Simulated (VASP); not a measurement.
# Sn (P6_3/mmc) in VASP: a series of runs, part 2 of 2

VASP 6.6.1. The steps go on from the part before.

## (4) Single point, PBE

This run uses another cell than the first one, of 27.73 Å³/atom, 1.111 times its volume.

Input file INCAR:

```
PREC = Accurate
ENCUT = 520
EDIFF = 1E-7
ISMEAR = -1
SIGMA = 0.05
LREAL = F
LASPH = T
NELM = 80
ALGO = Normal
ISIF = 2
LWAVE = F
LCHARG = F
GGA = PE
NBANDS = 21
```

Input file KPOINTS:

```
regular mesh
0
Gamma
  13 13 7
```

Input file POSCAR:

```
Sn
1.0
    3.4331719240      0.0000000000      0.0000000000
   -1.7165859620      2.9732141018      0.0000000000
    0.0000000000      0.0000000000      5.4323907426
Sn
2
Direct
    0.3333333333      0.6666666667      0.2500000000
    0.6666666667      0.3333333333      0.7500000000
```

Potentials or basis: VASP PAW PBE potentials, release 64 (Sn_d).

Launch:

```console
$ cat potpaw_PBE.64/Sn_d/POTCAR > POTCAR
$ mpirun -np 1 vasp_std > vasp.out
```

OUTCAR:

```text
PREC = Accurate
   ENCUT = 520
   EDIFF = 1E-7
   ISMEAR = -1
   LREAL = F
   LASPH = T
   NELM = 80
   ISIF = 2
   GGA = PE

 ion  position               nearest neighbor table
   1  0.333  0.667  0.250-   2 3.36   2 3.36   2 3.36   2 3.36   2 3.36   2 3.36
   2  0.667  0.333  0.750-   1 3.36   1 3.36   1 3.36   1 3.36   1 3.36   1 3.36

  LATTYP: Found a hexagonal cell.
 ALAT       =     3.4331719240
 C/A-ratio  =     1.5823241198

  Lattice vectors:

 A1 = (   3.4331719240,   0.0000000000,   0.0000000000)
 A2 = (  -1.7165859620,   2.9732141018,   0.0000000000)
 A3 = (   0.0000000000,   0.0000000000,   5.4323907426)

Analysis of symmetry for initial positions (statically):
=====================================================================
 Subroutine PRICEL returns:
 Original cell was already a primitive cell.

 Routine SETGRP: Setting up the symmetry group for a
 hexagonal supercell.

 Subroutine GETGRP returns: Found 24 space group operations
 (whereof 12 operations were pure point group operations)
 out of a pool of 24 trial point group operations.

The static configuration has the point symmetry D_3d.
 The point group associated with its full space group is D_6h.

Analysis of symmetry for dynamics (positions and initial velocities):
=====================================================================
 Subroutine PRICEL returns:
 Original cell was already a primitive cell.

 Routine SETGRP: Setting up the symmetry group for a
 hexagonal supercell.

 Subroutine GETGRP returns: Found 24 space group operations
 (whereof 12 operations were pure point group operations)
 out of a pool of 24 trial point group operations.

The dynamic configuration has the point symmetry D_3d.
 The point group associated with its full space group is D_6h.

 Subroutine INISYM returns: Found 24 space group operations
 (whereof 12 operations are pure point group operations),
 and found     1 'primitive' translations
[... 103 lines left out ...]
   POTIM  = 0.5000    time-step for ionic-motion
   TEBEG  =    0.0;   TEEND  =   0.0 temperature during run
   PSTRESS=    0.0 pullay stress
   NELECT =      28.0000    total number of electrons
   NUPDOWN=      -1.0000    fix difference up-down
   EMIN   =  10.00;   EMAX   =-10.00  energy-range for DOS
   EFERMI =   0.00;   METHOD = LEGACY
   ISMEAR =    -1;   SIGMA  =   0.05  broadening in eV -4-tet -1-fermi 0-gaus
   EFERMI_NEDOS =   21; number of points for ismear=-14 and -15
   IALGO  =     38    algorithm
   IMIX   =      4    mixing-type and parameters
     AMIX     =   0.40;   BMIX     =  1.00
     AMIX_MAG =   1.60;   BMIX_MAG =  1.00
  volume/ion in A,a.u.               =      27.73       187.10
  Fermi-wavevector in a.u.,A,eV,Ry     =   1.303637  2.463516 23.122677  1.699469
  Thomas-Fermi vector in A             =   2.434626
   LORBIT       =      0    0 simple, 1 ext, 2 COOP (PROOUT), +10 PAW based schemes
   GGA     = PE    functional components
   LHFCALC =     F    Hartree Fock is set to
   AEXX    =    0.0000 exact exchange contribution
   IVDW    =     0    specifies the selected vdW correction
   LEPSILON=     F    determine dielectric tensor
   LRPA    =     F    only Hartree local field effects (RPA)
 non-spin polarized calculation
  energy-cutoff  :      520.00
  volume of cell :       55.45
 maximum number of plane-waves:      1517
 NGX is ok and might be reduce to    28
   NGX = 13   NGY = 13   NGZ = 21

 number of electron      28.0000003 magnetization

 Free energy of the ion-electron system (eV)
  ---------------------------------------------------
  ext. energy  EPLUGINS =         0.00000000
  ---------------------------------------------------
  free energy    TOTEN  =        -7.57048347 eV

  energy without entropy =       -7.56126958  energy(sigma->0) =       -7.56587653

 E-fermi :   7.8994     XC(G=0): -10.2735

 val. band max:        7.8917185710   @ k =   0.2308   0.1538   0.2857
 cond. band min:       7.9109417293   @ k =   0.2308   0.1538   0.1429
 fundamental gap:      0.0192231583
 Fermi energy:         7.8994066042

 k-point     1 :       0.0000    0.0000    0.0000
  band No.  band energies     occupation
      1     -13.6670      2.00000
      2     -13.6591      2.00000
      3     -13.6541      2.00000
      4     -13.6541      2.00000
      5     -13.6432      2.00000
      6     -13.6432      2.00000
[... 565 lines left out ...]
     20      17.9954      0.00000
     21      18.1145      0.00000

 [... further k-points ...]
[... 5 lines left out ...]
  --------------------------------------------------------------------------------------
  -------------------------------------------------------------------------------------
  Total       -0.0167621     -0.0167621     -0.0122311      0.0000000     -0.0000000      0.0000000
  in kB       -0.4843140     -0.4843140     -0.3533984      0.0000000     -0.0000000      0.0000000
  external PRESSURE =      -0.4406755 kB  Pullay stress =       0.0000000 kB

 VOLUME and BASIS-vectors are now :
 -----------------------------------------------------------------------------
  energy-cutoff  :      520.00
  volume of cell :       55.45
      direct lattice vectors                 reciprocal lattice vectors
     3.433171924  0.000000000  0.000000000     0.291275830  0.168168179  0.000000000
    -1.716585962  2.973214102  0.000000000     0.000000000  0.336336357  0.000000000
     0.000000000  0.000000000  5.432390743     0.000000000  0.000000000  0.184081015

 POSITION                                       TOTAL-FORCE (eV/Angst)
 -----------------------------------------------------------------------------------
     -0.00000      1.98214      1.35810         0.000000     -0.000000     -0.000000
      1.71659      0.99107      4.07429        -0.000000      0.000000      0.000000
 -----------------------------------------------------------------------------------
    total drift:                               -0.000000      0.000000      0.000000

  FREE ENERGIE OF THE ION-ELECTRON SYSTEM (eV)
  ---------------------------------------------------
  free  energy   TOTEN  =        -7.5704834748 eV

  energy  without entropy=       -7.5612695760  energy(sigma->0) =       -7.56587653
```

stdout:

```text
POSCAR found type information on POSCAR Sn
 POSCAR found :  1 types and       2 ions
 scaLAPACK will be used
 LDA part: xc-table for (Slater+PW92), standard interpolation
 POSCAR, INCAR and KPOINTS ok, starting setup
 FFT: planning ... GRIDC
 FFT: planning ... GRID_SOFT
 FFT: planning ... GRID
 WAVECAR not read
 entering main loop
```

It took 2.6 min on 1 thread of AMD EPYC 7R13, shared host; peak memory 0.2 GiB.

What came out:

```yaml
Free_energy: -7.5705 eV
Pressure: 0.0 GPa
Band_gap_on_the_k_mesh: zero (band 14 reaches 13.22 eV, above the bottom of band 15 at 5.96 eV)
```

Caveat: spin-orbit coupling is left out, which moves the levels of the heavy elements.
